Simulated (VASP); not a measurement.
Si2Sn: single point with PBE

The system is Si2Sn.

```
Si Sn
1.0
     2.53805    1.46534    2.64057
    -2.53805    1.46534    2.64057
     0.00000   -2.93069    2.64057
Si Sn
2 1
Direct
  0.62394 0.62394 0.62394
  0.31998 0.31998 0.31998
  0.97206 0.97206 0.97206
```

The cell was built from a structure type or drawn by symmetry, and may not be a known phase.

| Quantity | Value |
| --- | --- |
| Program | VASP 6.6.1 |
| Task | single point |
| Functional | PBE |
| Potentials or basis | VASP PAW PBE potentials, release 64 (Si, Sn_d) |
| Cutoff | 500 eV |
| k mesh | 5 × 5 × 5 |
| Occupations | gaussian, width 0.2 eV |
| Spin | no spin polarisation |
| Dipole correction | no |
| Further INCAR settings | ALGO = Normal; EDIFF = 1e-06; NBANDS = 18 |

```json
{
  "Pressure": "0.0 GPa",
  "Largest force": "0.015 eV/Å",
  "Band gap on the k mesh": "zero (bands 11 and 12 overlap by 4.01 eV)"
}
```

Forces on the atoms (eV/Å):
```
Si   0.000  0.000 -0.012
Si   0.000  0.000  0.015
Sn   0.000  0.000 -0.003
```

Stress tensor (GPa, compression positive):
```
 0.01  0.00  0.00
 0.00  0.01  0.00
 0.00  0.00 -0.08
```

Levels at points of the mesh, in eV from the Fermi level:
| k point | band 7 | band 8 | band 9 | band 10 | band 11 | band 12 | band 13 | band 14 | band 15 | band 16 |
| --- | --- | --- | --- | --- | --- | --- | --- | --- | --- | --- |
| (0.00, 0.00, 0.00) | -4.15 | -3.96 | -1.73 | -1.73 | -1.32 | -1.32 | 2.41 | 3.39 | 6.04 | 6.04 |

Run time: 11 s on 1 thread of AMD EPYC 9R45 96-Core Processor (Zen 5) (shared host), peak memory 0.14 GiB.

Caveat: spin-orbit coupling is left out, which moves the levels of the heavy elements.
